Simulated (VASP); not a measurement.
CaMg, 2 atoms in the cell. It takes space group P4mm (No. 99, tetragonal). Conventional cell: a = 3.924 Å, b = 3.924 Å, c = 3.924 Å, α = 90.00°, β = 90.00°, γ = 90.00°. Within 4.3 Å of Ca (site symmetry 4mm) lie 8 Mg at 3.27 to 3.53 Å and 6 Ca at 3.92 Å. Within 4.3 Å of Mg (site symmetry 4mm) lie 8 Ca at 3.27 to 3.53 Å and 6 Mg at 3.92 Å. 

| Quantity | Value |
| --- | --- |
| Program | VASP 6.6.1 |
| Task | single point |
| Functional | PBEsol |
| Potentials or basis | VASP PAW PBE potentials, release 64 (Ca_sv, Mg) |
| Cutoff | 520 eV |
| k mesh | 12 × 12 × 12 |
| Occupations | gaussian, width 0.15 eV |
| Spin | no spin polarisation |
| Dipole correction | no |
| Further INCAR settings | ALGO = Fast; EDIFF = 1e-06; NBANDS = 13 |

Potentials or basis: VASP PAW PBE potentials, release 64 (Ca_sv, Mg).

Run with:

```bash
$ cat potpaw_PBE.64/Ca_sv/POTCAR potpaw_PBE.64/Mg/POTCAR > POTCAR
$ mpirun -np 1 vasp_std > vasp.out
```

Hardware: 1 thread of Intel Xeon 8259CL (shared host).

Question: How long does it take, and how much memory?

Answer: Run time: 5 min on 1 thread of Intel Xeon 8259CL (shared host), peak memory 0.31 GiB. Counts: scf iterations 14, k points 196.
